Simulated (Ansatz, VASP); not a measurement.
## Two plane-wave programs on ReS3

```
Re S
1.0
    10.12923    0.00000    0.00000
    -5.06462    8.77217    0.00000
     0.00000    0.00000    2.85211
Re S
2 6
Direct
  0.33333 0.66667 0.75000
  0.66667 0.33333 0.25000
  0.22760 0.45520 0.25000
  0.22760 0.77240 0.25000
  0.54480 0.77240 0.25000
  0.77240 0.54480 0.75000
  0.77240 0.22760 0.75000
  0.45520 0.22760 0.75000
```

Change from the starting cell: species swapped into the Dy3Lu type (P6_3/mmc, No. 194).

Alike in both runs: task relaxation of cell and atoms; functional PBE; k mesh 3 × 3 × 6; occupations gaussian, width 0.1 eV; no spin polarisation.

|  | VASP | Ansatz |
| --- | --- | --- |
| version | VASP 6.6.1 | Ansatz 0.2.0 |
| potentials or method | VASP PAW PBE potentials, release 64 (Re, S), cutoff 600 eV | scalar-relativistic, plane waves, PAW |
| valence electrons in the cell | 50 | 66 |

```csv
,VASP,Ansatz,Ansatz less VASP
"gap on the k mesh at the Fermi level, each at its own relaxed structure (eV)",none,none,-
relaxed volume (Å³/atom),31.82,31.88,+0.052
relaxed length of the cell vector where the two differ most in proportion (Å),10.144,10.154,+0.0097
```

A gap of «none» marks a metal or a gap that the smearing closes. VASP's potentials hold 50 valence electrons a cell and Ansatz's 66, so a difference there can come from the potentials and not from the codes.

The k mesh is coarse, so the values compare programs but aren't converged. Spin-orbit coupling is off throughout.
